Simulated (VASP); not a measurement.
# BAs (F-43m) in VASP: settings compared, part 2 of 2

VASP 6.6.1.

### 4 Single point, RPBE

This run uses another cell than the first one, of 12.81 Å³/atom, 0.948 times its volume.

File INCAR:

```
SYSTEM = BAs
  PREC = Accurate
  ENCUT = 520
  EDIFF = 1E-7
  ISMEAR = -1
  SIGMA = 0.05
  LREAL = .False.
  LASPH = .True.
  NELM = 60
  ALGO = Normal
  ISIF = 2
  LWAVE = .False.
  LCHARG = .False.
  GGA = RP
  NBANDS = 11
```

File KPOINTS:

```
regular mesh
0
Gamma
  10 10 10
  0 0 0
```

File POSCAR:

```
BAs
1.0
    0.0000000000      2.3397414207      2.3397414207
    2.3397414207      0.0000000000      2.3397414207
    2.3397414207      2.3397414207      0.0000000000
As B
1 1
Direct
    0.7500000000      0.7500000000      0.7500000000
    0.0000000000      0.0000000000      0.0000000000
```

Potentials or basis: VASP PAW PBE potentials, release 64 (As, B).

Started as:

```
$ cat potpaw_PBE.64/As/POTCAR potpaw_PBE.64/B/POTCAR > POTCAR
$ mpirun -np 1 vasp_std > vasp.out
```

OUTCAR:

```text
SYSTEM = BAs
   PREC = Accurate
   ENCUT = 520
   EDIFF = 1E-7
   ISMEAR = -1
   LREAL = .False.
   LASPH = .True.
   NELM = 60
   ISIF = 2
   GGA = RP

 ion  position               nearest neighbor table
   1  0.750  0.750  0.750-   2 2.03   2 2.03   2 2.03   2 2.03
   2  0.000  0.000  0.000-   1 2.03   1 2.03   1 2.03   1 2.03

  LATTYP: Found a face centered cubic cell.
 ALAT       =     4.6794828414

  Lattice vectors:

 A1 = (   0.0000000000,   2.3397414207,   2.3397414207)
 A2 = (   2.3397414207,   0.0000000000,   2.3397414207)
 A3 = (   2.3397414207,   2.3397414207,   0.0000000000)

Analysis of symmetry for initial positions (statically):
=====================================================================
 Subroutine PRICEL returns:
 Original cell was already a primitive cell.

 Routine SETGRP: Setting up the symmetry group for a
 face centered cubic supercell.

 Subroutine GETGRP returns: Found 24 space group operations
 (whereof 24 operations were pure point group operations)
 out of a pool of 48 trial point group operations.

The static configuration has the point symmetry T_d .

Analysis of symmetry for dynamics (positions and initial velocities):
=====================================================================
 Subroutine PRICEL returns:
 Original cell was already a primitive cell.

 Routine SETGRP: Setting up the symmetry group for a
 face centered cubic supercell.

 Subroutine GETGRP returns: Found 24 space group operations
 (whereof 24 operations were pure point group operations)
 out of a pool of 48 trial point group operations.

The dynamic configuration has the point symmetry T_d .

 Subroutine INISYM returns: Found 24 space group operations
 (whereof 24 operations are pure point group operations),
 and found     1 'primitive' translations

[... 119 lines left out ...]
   GGA     = RP    functional components
   LHFCALC =     F    Hartree Fock is set to
   AEXX    =    0.0000 exact exchange contribution
   IVDW    =     0    specifies the selected vdW correction
   LEPSILON=     F    determine dielectric tensor
   LRPA    =     F    only Hartree local field effects (RPA)
 non-spin polarized calculation
  energy-cutoff  :      520.00
  volume of cell :       25.62
 maximum number of plane-waves:       701
 NGX is ok and might be reduce to    28
   NGX = 13   NGY = 13   NGZ = 13

 number of electron       8.0000000 magnetization

 Free energy of the ion-electron system (eV)
  ---------------------------------------------------
  ext. energy  EPLUGINS =         0.00000000
  ---------------------------------------------------
  free energy    TOTEN  =       -10.61477320 eV

  energy without entropy =      -10.61477307  energy(sigma->0) =      -10.61477313

 E-fermi :   7.4822     XC(G=0): -10.7785

 val. band max:        6.9330168664   @ k =   0.0000   0.0000   0.0000
 cond. band min:       8.0662006732   @ k =   0.4000   0.4000   0.0000
 fundamental gap:      1.1331838068
 Fermi energy:         7.4821943656

 k-point     1 :       0.0000    0.0000    0.0000
  band No.  band energies     occupation
      1      -9.0559      2.00000
      2       6.9330      1.99997
      3       6.9330      1.99997
      4       6.9330      1.99997
      5      10.2876      0.00000
      6      10.2876      0.00000
      7      10.2876      0.00000
      8      12.4429      0.00000
      9      16.9650      0.00000
     10      20.0705      0.00000
     11      20.0705      0.00000
[... 309 lines left out ...]
 k-point    24 :       0.4000    0.3000    0.0000
  band No.  band energies     occupation
      1      -6.2348      2.00000
      2       0.2837      2.00000
      3       2.6890      2.00000
      4       3.2101      2.00000
      5       8.6169      0.00000
      6      10.3696      0.00000
      7      16.2550      0.00000
      8      16.4408      0.00000
      9      19.6290      0.00000
     10      23.1704      0.00000
     11      23.6502      0.00000

 [... further k-points ...]

------------------------ aborting loop because EDIFF is reached ----------------------------------------

  FORCE on cell =-STRESS in cart. coord.  units (eV):
  Direction    XX          YY          ZZ          XY          YZ          ZX
  --------------------------------------------------------------------------------------
  -------------------------------------------------------------------------------------
  Total        2.6326384      2.6326384      2.6326384      0.0000000     -0.0000000      0.0000000
  in kB      164.6524526    164.6524526    164.6524526      0.0000000     -0.0000000      0.0000000
  external PRESSURE =     164.6524526 kB  Pullay stress =       0.0000000 kB

 VOLUME and BASIS-vectors are now :
 -----------------------------------------------------------------------------
  energy-cutoff  :      520.00
  volume of cell :       25.62
      direct lattice vectors                 reciprocal lattice vectors
     0.000000000  2.339741421  2.339741421    -0.213698828  0.213698828  0.213698828
     2.339741421  0.000000000  2.339741421     0.213698828 -0.213698828  0.213698828
     2.339741421  2.339741421  0.000000000     0.213698828  0.213698828 -0.213698828

 POSITION                                       TOTAL-FORCE (eV/Angst)
 -----------------------------------------------------------------------------------
      3.50961      3.50961      3.50961         0.000000      0.000000      0.000000
      0.00000      0.00000      0.00000        -0.000000     -0.000000     -0.000000
 -----------------------------------------------------------------------------------
    total drift:                                0.000000      0.000000      0.000000

  FREE ENERGIE OF THE ION-ELECTRON SYSTEM (eV)
  ---------------------------------------------------
  free  energy   TOTEN  =       -10.6147731980 eV

  energy  without entropy=      -10.6147730694  energy(sigma->0) =      -10.61477313
```

Wall time 29 s (1 thread of Intel Xeon 8259CL, shared host); peak memory 0.16 GiB.

Results:

| Property | Result |
| --- | --- |
| Free energy | -10.6148 eV |
| Pressure | 16.5 GPa |
| Band gap on the k mesh | 1.13 eV, indirect (least direct gap 3.35 eV) |

Levels at points of the mesh, in eV from the valence-band top:
| k point | band 2 | band 3 | band 4 | band 5 | band 6 | band 7 |
| --- | --- | --- | --- | --- | --- | --- |
| (0.00, 0.00, 0.00) | 0.00 | 0.00 | 0.00 | 3.35 | 3.35 | 3.35 |
| (0.50, 0.00, 0.00) | -9.27 | -1.93 | -1.93 | 3.08 | 4.85 | 4.85 |
| (0.50, 0.50, 0.00) | -8.93 | -4.35 | -4.35 | 1.35 | 1.43 | 12.03 |

Caveat: the PAW data sets were made with another functional, which shifts forces and pressure a little. As with any semilocal functional, this RPBE gap is likely too small.

### 5 Single point, revPBE+D3(BJ)

This run uses another cell than the first one, of 12.81 Å³/atom, 0.948 times its volume.

File INCAR:

```
PREC     = Accurate       # precision mode
ENCUT    = 520            # plane-wave cutoff, eV
EDIFF    = 1E-7           # SCF threshold, eV
ISMEAR   = -1             # smearing method
SIGMA    = 0.05           # smearing width, eV
LREAL    = False          # projectors in reciprocal space
LASPH    = True           # aspherical terms in the spheres
NELM     = 100            # most SCF steps
ALGO     = Normal         # electronic algorithm
ISIF     = 2              # what is computed and relaxed
LWAVE    = False          # write WAVECAR
LCHARG   = False          # write CHGCAR
GGA      = RE             # functional
IVDW     = 12             # dispersion correction
NBANDS   = 11             # bands
```

File KPOINTS:

```
regular mesh
0
Gamma
  10 10 10
```

POSCAR is that of step 4.

Started as:

```
$ cat potpaw_PBE.64/As/POTCAR potpaw_PBE.64/B/POTCAR > POTCAR
$ mpirun -np 1 vasp_std > vasp.out
```

It took 31 s on 1 thread of Intel Xeon 8259CL, shared host; peak memory 0.17 GiB.

Results (log left out):

```yaml
Free_energy: -12.1300 eV
Pressure: 7.0 GPa
Band_gap_on_the_k_mesh: 1.12 eV, indirect (least direct gap 3.35 eV)
Dispersion_energy_per_atom: -0.693 eV
```

Levels at points of the mesh, in eV from the valence-band top:
| k point | band 1 | band 2 | band 3 | band 4 | band 5 | band 6 | band 7 | band 8 |
| --- | --- | --- | --- | --- | --- | --- | --- | --- |
| (0.00, 0.00, 0.00) | -15.99 | 0.00 | 0.00 | 0.00 | 3.35 | 3.35 | 3.35 | 5.50 |
| (0.50, 0.00, 0.00) | -12.88 | -9.27 | -1.93 | -1.93 | 3.07 | 4.85 | 4.85 | 9.04 |
| (0.50, 0.50, 0.00) | -11.45 | -8.92 | -4.35 | -4.35 | 1.34 | 1.41 | 12.02 | 12.02 |

Caveat: the PAW data sets were made with another functional, which shifts forces and pressure a little. A k mesh can miss the band edges.

### 6 Overview

```csv
task,level,cell,cutoff (eV),gap on the mesh (eV),pressure (GPa)
single point,r2SCAN+D3(BJ),"a = 3.368 Å, angles 60.0°, 2 atoms",520,1.36,0.3
relaxation of cell and atoms,r2SCAN+D3(BJ),"relaxed from a = 3.378 Å, angles 60.0°, 2 atoms",600,1.36,0.0
single point,RPBE,"a = 3.309 Å, angles 60.0°, 2 atoms",520,1.13,16.5
single point,revPBE+D3(BJ),"a = 3.309 Å, angles 60.0°, 2 atoms",520,1.12,7.0
```

Alike in all rows: potentials or basis VASP PAW PBE potentials, release 64 (As, B); no spin polarisation; k mesh 10 × 10 × 10; smearing fermi-dirac 0.05 eV.

Caveats: the PAW data sets were made with another functional, which shifts forces and pressure a little.

Absolute energies hang on the potentials; compare differences alone.
